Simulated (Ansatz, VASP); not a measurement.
## Two plane-wave programs on InP

INCAR

```
ALGO     = Normal         # electronic algorithm
EDIFF    = 1E-6           # SCF threshold, eV
ENCUT    = 520            # plane-wave cutoff, eV
GGA      = CA             # functional
ISIF     = 2              # what is computed and relaxed
ISMEAR   = 0              # smearing method
LASPH    = True           # aspherical terms in the spheres
LCHARG   = False          # write CHGCAR
LREAL    = False          # projectors in reciprocal space
LWAVE    = False          # write WAVECAR
NBANDS   = 16             # bands
NELM     = 60             # most SCF steps
PREC     = Accurate       # precision mode
SIGMA    = 0.05           # smearing width, eV
```

KPOINTS

```
k-points
0
Gamma
  12 12 12
```

Contents of POSCAR:

```
InP
1.0
    0.0000000000      2.7212203410      2.8915315492
    2.8915315492      0.0000000000      2.8915315492
    2.8915315492      2.7212203410      0.0000000000
In P
1 1
Direct
    0.0000000000      0.0000000000      0.0000000000
    0.7500000000      0.7500000000      0.7500000000
```

Input for Ansatz:

```yaml
crystal:
  lattice:
    - [0.0, 2.721220341, 2.8915315492]
    - [2.8915315492, 0.0, 2.8915315492]
    - [2.8915315492, 2.721220341, 0.0]
  atoms:
    - { symbol: In, position: [0.0, 0.0, 0.0] }
    - { symbol: P, position: [0.75, 0.75, 0.75] }
basis:
  ecutwfc: 420
kpoints:
  mp_grid: { grid: [12, 12, 12] }
hamiltonian:
  xc: lda
  pseudopotentials: { kind: paw, azcp: { folder: soft_1 } }
scf:
  occupations: { method: gaussian, width: 0.05 }
output:
  forces: true
  stress: true
  eigenvalues: true
```

Alike in both runs: task single point; functional LDA; k mesh 12 × 12 × 12; occupations gaussian, width 0.05 eV; no spin polarisation.

|  | VASP | Ansatz |
| --- | --- | --- |
| version | VASP 6.6.1 | Ansatz 0.2.0 |
| potentials or method | VASP PAW LDA potentials, release 64 (In_d, P), cutoff 520 eV | scalar-relativistic, plane waves, PAW |
| valence electrons in the cell | 18 | 18 |

```csv
,VASP,Ansatz,Ansatz less VASP
gap on the k mesh at the Fermi level (eV),0.86,0.82,-0.031
least direct gap on the mesh (eV),0.86,0.82,-0.031
pressure (GPa),7.1,7.0,-0.03
"traceless stress, the component that is largest in VASP (GPa)",1.35,1.36,+0.006
```

Ansatz warns that its potentials were made for another functional, while VASP's fit it. LDA's correlation is that of Perdew and Zunger in VASP and of Perdew and Wang (1992) in Ansatz.
